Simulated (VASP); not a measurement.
A run of VASP 6.6.1 is set up as follows.

Contents of INCAR:

```
ALGO = Normal
EDIFF = 1E-8
ENCUT = 410
GGA = PS
GGA_COMPAT = False
ISIF = 2
ISMEAR = -1
LASPH = True
LCHARG = False
LEFG = True
LREAL = False
LWAVE = False
NBANDS = 37
NELM = 120
PREC = Accurate
SIGMA = 0.05
```

The input KPOINTS:

```
k-points
0
Gamma
  8 8 9
```

File POSCAR:

```
Hg
1.0
    4.4946020006      0.0000000000      0.0000000000
   -2.2473010003      3.8924395124      0.0000000000
    0.0000000000      0.0000000000      3.8700000000
Hg
3
Direct
    0.3333333333      0.6666666667      0.5000000000
    0.0000000000      0.0000000000      0.0000000000
    0.6666666667      0.3333333333      0.5000000000
```

Potentials or basis: VASP PAW PBE potentials, release 64 (Hg_sv_GW).

Run with:

```sh
$ cat potpaw_PBE.64/Hg_sv_GW/POTCAR > POTCAR
$ mpirun -np 1 vasp_std > vasp.out
```

(1) Predict the pressure.

(2) What does it give for the band gap on the k mesh?

## Answers

(1) 7.2 GPa.

(2) zero (bands 30 and 31 overlap by 5.34 eV).

Caveat: the cell differs from its parent crystal (equal xx and yy strain of -1 %); the cell stands under pressure; without QUAD_EFG the Cq values of the log hold for a quadrupole moment of 1 mb, not for the nuclei; the PAW data sets were made with another functional, which shifts forces and pressure a little; spin-orbit coupling is left out, which moves the levels of the heavy elements.
